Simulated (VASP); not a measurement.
Here is a VASP 6.6.1 calculation.

Contents of INCAR:

```
SYSTEM = TiAl
ALGO = Fast
EDIFF = 1E-7
ENCUT = 520
GGA = PS
ISIF = 2
ISMEAR = 0
LASPH = .TRUE.
LCHARG = .TRUE.
LELF = .TRUE.
LREAL = .FALSE.
LVHAR = .TRUE.
LWAVE = .FALSE.
NBANDS = 14
NELM = 80
PREC = Accurate
SIGMA = 0.1
```

Contents of KPOINTS:

```
k-points
0
G
  18 18 14
  0 0 0
```

Contents of POSCAR:

```
TiAl
1.0
    2.9203946404      0.0000000000      0.0000000000
    0.0000000000      2.9203946404      0.0000000000
    0.0000000000      0.0000000000      3.8252170542
Ti Al
1 1
Direct
    0.5000000000      0.5000000000      0.5000000000
    0.0000000000      0.0000000000      0.0000000000
```

Potentials or basis: VASP PAW PBE potentials, release 64 (Ti_sv, Al).

Run with:

```sh
$ cat potpaw_PBE.64/Ti_sv/POTCAR potpaw_PBE.64/Al/POTCAR > POTCAR
$ mpirun -np 1 vasp_std > vasp.out
```

Q: What does it give for the pressure?

A: -3.9 GPa.

Q: What does it give for the band gap on the k mesh?

A: Zero (an odd number of electrons rules out a gap without spin polarisation).

Stress tensor (GPa, compression positive):
```
-5.89  0.00  0.00
 0.00 -5.89  0.00
 0.00  0.00  0.05
```

Caveat: the cell differs from its parent crystal (biaxial strain in the a-b plane: +4.5 %, then relaxed in part); the cell stands under tension; the PAW data sets were made with another functional, which shifts forces and pressure a little.
